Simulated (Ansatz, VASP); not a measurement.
## Hf in VASP and in Ansatz

```
Hf
1.0
     0.00000    2.10365    2.50694
     1.92925    0.00000    2.50694
     1.92925    2.10365    0.00000
Hf
1
Direct
  0.00000 0.00000 0.00000
```

Change from the starting cell: strain +e along x and -e along y -0.0400, strain +e along z and -e/2 along x and y +0.1500.

Alike in both runs: task single point; functional LDA; k mesh 18 × 18 × 18; occupations gaussian, width 0.15 eV; no spin polarisation.

|  | VASP | Ansatz |
| --- | --- | --- |
| version | VASP 6.6.1 | Ansatz 0.2.0 |
| potentials or method | VASP PAW LDA potentials, release 64 (Hf_pv), cutoff 520 eV | scalar-relativistic, plane waves, PAW |
| valence electrons in the cell | 10 | 26 |

|  | VASP | Ansatz | Ansatz less VASP |
| --- | --- | --- | --- |
| gap on the k mesh at the Fermi level (eV) | none | none | - |
| pressure (GPa) | 1.3 | 1.2 | -0.06 |
| traceless stress, the component that is largest in VASP (GPa) | -6.04 | -6.14 | -0.094 |

LDA's correlation is that of Perdew and Zunger in VASP and of Perdew and Wang (1992) in Ansatz. A gap of «none» marks a metal or a gap that the smearing closes. VASP's potentials hold 10 valence electrons a cell and Ansatz's 26, so a difference there can come from the potentials and not from the codes.

Neither program's run includes spin-orbit coupling.
